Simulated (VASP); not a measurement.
# MoS in VASP: settings compared, part 3 of 3

VASP 6.6.1. Earlier steps stand in the parts before.

### 6 Single point, LDA

INCAR

```
PREC     = Accurate       # precision mode
ENCUT    = 520            # plane-wave cutoff, eV
EDIFF    = 1E-7           # SCF threshold, eV
ISMEAR   = 0              # smearing method
SIGMA    = 0.1            # smearing width, eV
LREAL    = False          # projectors in reciprocal space
LASPH    = True           # aspherical terms in the spheres
NELM     = 60             # most SCF steps
ALGO     = Normal         # electronic algorithm
ISIF     = 2              # what is computed and relaxed
LWAVE    = False          # write WAVECAR
LCHARG   = True           # write CHGCAR
LDIPOL   = True         
IDIPOL   = 3            
DIPOL    = 0.5 0.5 0.500
GGA      = CA             # functional
LELF     = True           # ELF
LVHAR    = True         
LVACPOTAV= True         
NBANDS   = 28             # bands
```

KPOINTS

```
Automatic mesh
0
Gamma
  12 12 1
```

POSCAR

```
MoS
1.0
    3.1204068979      0.0000000000      0.0000000000
   -1.5602034489      2.7023516437      0.0000000000
    0.0000000000      0.0000000000     21.0860250635
Mo S
2 2
Direct
    0.6666666667      0.3333333333      0.3556858145
    0.3333333333      0.6666666667      0.6443141855
    0.3333333333      0.6666666667      0.4316152661
    0.6666666667      0.3333333333      0.5683847339
```

Potentials or basis: VASP PAW LDA potentials, release 64 (Mo_sv, S).

On the command line:

```bash
$ cat potpaw_LDA.64/Mo_sv/POTCAR potpaw_LDA.64/S/POTCAR > POTCAR
$ mpirun -np 1 vasp_std > vasp.out
```

OUTCAR:

```text
PREC = Accurate
   ENCUT = 520
   EDIFF = 1E-7
   ISMEAR = 0
   LREAL = False
   LASPH = True
   NELM = 60
   ISIF = 2
   GGA = CA

 ion  position               nearest neighbor table
   1  0.667  0.333  0.356-   3 2.41   3 2.41   3 2.41
   2  0.333  0.667  0.644-   4 2.41   4 2.41   4 2.41
   3  0.333  0.667  0.432-   1 2.41   1 2.41   1 2.41
   4  0.667  0.333  0.568-   2 2.41   2 2.41   2 2.41

  LATTYP: Found a hexagonal cell.
 ALAT       =     3.1204068979
 C/A-ratio  =     6.7574600856

  Lattice vectors:

 A1 = (   3.1204068979,   0.0000000000,   0.0000000000)
 A2 = (  -1.5602034489,   2.7023516437,   0.0000000000)
 A3 = (   0.0000000000,   0.0000000000,  21.0860250635)

Analysis of symmetry for initial positions (statically):
=====================================================================
 Subroutine PRICEL returns:
 Original cell was already a primitive cell.

 Routine SETGRP: Setting up the symmetry group for a
 hexagonal supercell.

 Subroutine GETGRP returns: Found 12 space group operations
 (whereof 12 operations were pure point group operations)
 out of a pool of 24 trial point group operations.

The static configuration has the point symmetry D_3d.

Analysis of symmetry for dynamics (positions and initial velocities):
=====================================================================
 Subroutine PRICEL returns:
 Original cell was already a primitive cell.

 Routine SETGRP: Setting up the symmetry group for a
 hexagonal supercell.

 Subroutine GETGRP returns: Found 12 space group operations
 (whereof 12 operations were pure point group operations)
 out of a pool of 24 trial point group operations.

The dynamic configuration has the point symmetry D_3d.

 Subroutine INISYM returns: Found 12 space group operations
 (whereof 12 operations are pure point group operations),
 and found     1 'primitive' translations

----------------------------------------------------------------------------------------

[... 114 lines left out ...]
   LORBIT       =      0    0 simple, 1 ext, 2 COOP (PROOUT), +10 PAW based schemes
   GGA     = CA    functional components
   LHFCALC =     F    Hartree Fock is set to
   AEXX    =    0.0000 exact exchange contribution
   IVDW    =     0    specifies the selected vdW correction
   LEPSILON=     F    determine dielectric tensor
   LRPA    =     F    only Hartree local field effects (RPA)
 non-spin polarized calculation
 Gauss-broadening in eV      SIGMA  =   0.10
  energy-cutoff  :      520.00
  volume of cell :      177.81
 maximum number of plane-waves:      4816
 NGX is ok and might be reduce to    24
   NGX = 11   NGY = 11   NGZ = 79

 dipolmoment           0.000000      0.000000     -0.000000 electrons x Angstroem

 number of electron      40.0000006 magnetization

 dipolmoment           0.000000      0.000000      0.000000 electrons x Angstroem

 Free energy of the ion-electron system (eV)
  ---------------------------------------------------
  ext. energy  EPLUGINS =         0.00000000
  ---------------------------------------------------
  free energy    TOTEN  =       -32.29929152 eV

  energy without entropy =      -32.28612983  energy(sigma->0) =      -32.29271067

 E-fermi :   0.6420     XC(G=0):  -5.6190

 val. band max:        0.6374110368   @ k =   0.0833   0.0833   0.0000
 cond. band min:       0.6689326071   @ k =   0.0833   0.0833   0.0000
 fundamental gap:      0.0315215703
 Fermi energy:         0.6419559331

 k-point     1 :       0.0000    0.0000    0.0000
  band No.  band energies     occupation
      1     -60.1740      2.00000
      2     -60.1740      2.00000
      3     -34.5262      2.00000
      4     -34.5261      2.00000
      5     -34.1772      2.00000
      6     -34.1772      2.00000
[... 578 lines left out ...]
     27       6.6434      0.00000
     28       6.6434      0.00000

------------------------ aborting loop because EDIFF is reached ----------------------------------------

  FORCE on cell =-STRESS in cart. coord.  units (eV):
  Direction    XX          YY          ZZ          XY          YZ          ZX
  --------------------------------------------------------------------------------------
  -------------------------------------------------------------------------------------
  Total      -10.0022339    -10.0022339     -6.1895350     -0.0000000     -0.0000000      0.0000000
  in kB      -90.1280092    -90.1280092    -55.7725882     -0.0000000     -0.0000000      0.0000000
  external PRESSURE =     -78.6762022 kB  Pullay stress =       0.0000000 kB

 VOLUME and BASIS-vectors are now :
 -----------------------------------------------------------------------------
  energy-cutoff  :      520.00
  volume of cell :      177.81
      direct lattice vectors                 reciprocal lattice vectors
     3.120406898  0.000000000  0.000000000     0.320471026  0.185024033  0.000000000
    -1.560203449  2.702351644  0.000000000     0.000000000  0.370048066  0.000000000
     0.000000000  0.000000000 21.086025063     0.000000000  0.000000000  0.047424775

 POSITION                                       TOTAL-FORCE (eV/Angst)
 -----------------------------------------------------------------------------------
      1.56020      0.90078      7.50000        -0.000000      0.000000      1.928127
     -0.00000      1.80157     13.58603         0.000000     -0.000000     -1.928127
     -0.00000      1.80157      9.10105         0.000000      0.000000     -1.932992
      1.56020      0.90078     11.98497        -0.000000     -0.000000      1.932992
 -----------------------------------------------------------------------------------
    total drift:                                0.000000     -0.000000      0.000000

  FREE ENERGIE OF THE ION-ELECTRON SYSTEM (eV)
  ---------------------------------------------------
  free  energy   TOTEN  =       -32.2992915219 eV

  energy  without entropy=      -32.2861298269  energy(sigma->0) =      -32.29271067

 vacuum level on the upper side and lower side of the slab         5.165         5.165
```

stdout:

```text
POSCAR found type information on POSCAR MoS
 POSCAR found :  2 types and       4 ions
 scaLAPACK will be used
 LDA part: xc-table for (Slater(with rela. corr.)+CA(PZ))
 , standard interpolation
 POSCAR, INCAR and KPOINTS ok, starting setup
 FFT: planning ... GRIDC
 FFT: planning ... GRID_SOFT
 FFT: planning ... GRID
 WAVECAR not read
 entering main loop
 -----------------------------------------------------------------------------
|                                                                             |
|           W    W    AA    RRRRR   N    N  II  N    N   GGGG   !!!           |
|           W    W   A  A   R    R  NN   N  II  NN   N  G    G  !!!           |
|           W    W  A    A  R    R  N N  N  II  N N  N  G       !!!           |
|           W WW W  AAAAAA  RRRRR   N  N N  II  N  N N  G  GGG   !            |
|           WW  WW  A    A  R   R   N   NN  II  N   NN  G    G                |
|           W    W  A    A  R    R  N    N  II  N    N   GGGG   !!!           |
|                                                                             |
|     Did not find any points to average over, which means that no vacuum     |
|     field-free region was found. Please increase the size of  your cell     |
|     in the dimension of the dipole correction to obtain accurate            |
|     workfunction values.                                                    |
|                                                                             |
 -----------------------------------------------------------------------------
```

Wall time 2.3 min (1 thread of Intel Xeon 6975P-C, shared host); peak memory 0.27 GiB.

What came out:

* Free energy: -32.2993 eV
* Largest force: 1.933 eV/Å
* Band gap on the k mesh: zero (band 20 reaches 0.83 eV, above the bottom of band 21 at 0.64 eV)

Forces on the atoms (eV/Å):
```
Mo   0.000  0.000  1.928
Mo   0.000  0.000 -1.928
S    0.000  0.000 -1.933
S    0.000  0.000  1.933
```

Levels at points of the mesh, in eV from the Fermi level:
```tsv
k point	band 17	band 18	band 19	band 20	band 21	band 22	band 23	band 24
(0.00, 0.00, 0.00)	-1.51	-0.69	-0.62	0.11	0.11	0.14	0.14	0.18
(0.50, 0.00, 0.00)	-1.99	-1.61	0.05	0.19	1.10	1.38	2.14	2.18
```

### 7 Single point, PBEsol

INCAR

```
PREC     = Accurate       # precision mode
ENCUT    = 520            # plane-wave cutoff, eV
EDIFF    = 1E-6           # SCF threshold, eV
ISMEAR   = 0              # smearing method
SIGMA    = 0.1            # smearing width, eV
LREAL    = F              # projectors in reciprocal space
LASPH    = T              # aspherical terms in the spheres
NELM     = 100            # most SCF steps
ALGO     = Normal         # electronic algorithm
ISIF     = 2              # what is computed and relaxed
LWAVE    = F              # write WAVECAR
LCHARG   = T              # write CHGCAR
GGA      = PS             # functional
LELF     = T              # ELF
LVHAR    = T            
NBANDS   = 28             # bands
```

KPOINTS

```
regular mesh
0
Gamma
  12 12 1
```

POSCAR is that of step 6.

Potentials or basis: VASP PAW PBE potentials, release 64 (Mo_sv, S).

On the command line:

```bash
$ cat potpaw_PBE.64/Mo_sv/POTCAR potpaw_PBE.64/S/POTCAR > POTCAR
$ mpirun -np 1 vasp_std > vasp.out
```

Run time: 2.4 min. Hardware: 1 thread of Intel Xeon 6975P-C, shared host; peak memory 0.32 GiB.

It converged, with:

| Quantity | Value |
| --- | --- |
| Free energy | -31.1441 eV |
| Largest force | 1.780 eV/Å |
| Band gap on the k mesh | zero (band 20 reaches 0.94 eV, above the bottom of band 21 at 0.78 eV) |

Forces on the atoms (eV/Å):
```
Mo   0.000  0.000  1.688
Mo   0.000  0.000 -1.688
S    0.000  0.000 -1.780
S    0.000  0.000  1.780
```

Levels at points of the mesh, in eV from the Fermi level:
| k point | band 17 | band 18 | band 19 | band 20 | band 21 | band 22 | band 23 | band 24 |
| --- | --- | --- | --- | --- | --- | --- | --- | --- |
| (0.00, 0.00, 0.00) | -1.51 | -0.66 | -0.59 | 0.11 | 0.11 | 0.14 | 0.14 | 0.16 |
| (0.50, 0.00, 0.00) | -2.00 | -1.62 | 0.03 | 0.16 | 1.14 | 1.41 | 2.15 | 2.19 |

Caveat: the PAW data sets were made with another functional, which shifts forces and pressure a little.

### 8 The runs side by side

```csv
level,potentials or basis,smearing,dipole correction,electric field (eV/Å),gap on the mesh (eV),largest force (eV/Å)
PBEsol,"VASP PAW PBE potentials, release 64 (Mo_sv, S)",gaussian 0.1 eV,yes,-0.3,none,1.79
PBEsol,"VASP PAW PBE potentials, release 64 (Mo_sv, S)",fermi-dirac 0.3 eV,yes,-,none,1.77
PBEsol,"VASP PAW PBE potentials, release 64 (Mo_sv, S)",gaussian 1.5 eV,yes,-,none,1.53
PBEsol,"VASP PAW PBE potentials, release 64 (Mo_sv, S)",gaussian 0.01 eV,yes,-,none,1.78
LDA,"VASP PAW LDA potentials, release 64 (Mo_sv, S)",gaussian 0.1 eV,yes,-,none,1.93
PBEsol,"VASP PAW PBE potentials, release 64 (Mo_sv, S)",gaussian 0.1 eV,no,-,none,1.78
```

Alike in all rows: task single point; no spin polarisation; cell as given; k mesh 12 × 12 × 1; cutoff (eV) 520.

Caveats: the PAW data sets were made with another functional, which shifts forces and pressure a little (some runs).

Absolute energies hang on the potentials; compare differences alone.
